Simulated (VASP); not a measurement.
Zr, 1 atom in the cell. The structure is cubic, space group Im-3m (No. 229). The conventional cell has a = 3.620 Å, b = 3.620 Å, c = 3.620 Å, α = 90.00°, β = 90.00°, γ = 90.00°. Zr (site symmetry m-3m) has 14 Zr at 3.14 to 3.62 Å within 4.1 Å. This isn't the form of Zr at room conditions, which is hcp.

| Property | Result |
| --- | --- |
| Program | VASP 6.6.1 |
| Task | single point |
| Functional | LDA |
| Potentials or basis | VASP PAW LDA potentials, release 64 (Zr_sv) |
| Cutoff | 500 eV |
| k mesh | 10 × 10 × 10 |
| Occupations | methfessel-paxton, width 0.15 eV |
| Spin | collinear spin, zero start |
| Starting moments | [0.0] μB |
| Dipole correction | no |
| Further INCAR settings | ALGO = Normal; EDIFF = 1e-06; NBANDS = 16 |

Potentials or basis: VASP PAW LDA potentials, release 64 (Zr_sv).

Launch:

```console
$ cat potpaw_LDA.64/Zr_sv/POTCAR > POTCAR
$ mpirun -np 1 vasp_std > vasp.out
```

Hardware: 1 thread of Intel(R) Xeon(R) 6975P-C (Granite Rapids) (shared host).

Question: How long does it take, and how much memory?

Answer: It took 8.4 s on 1 thread of Intel(R) Xeon(R) 6975P-C (Granite Rapids) (shared host), peak memory 0.14 GiB. Counts: scf iterations 11, k points 47.
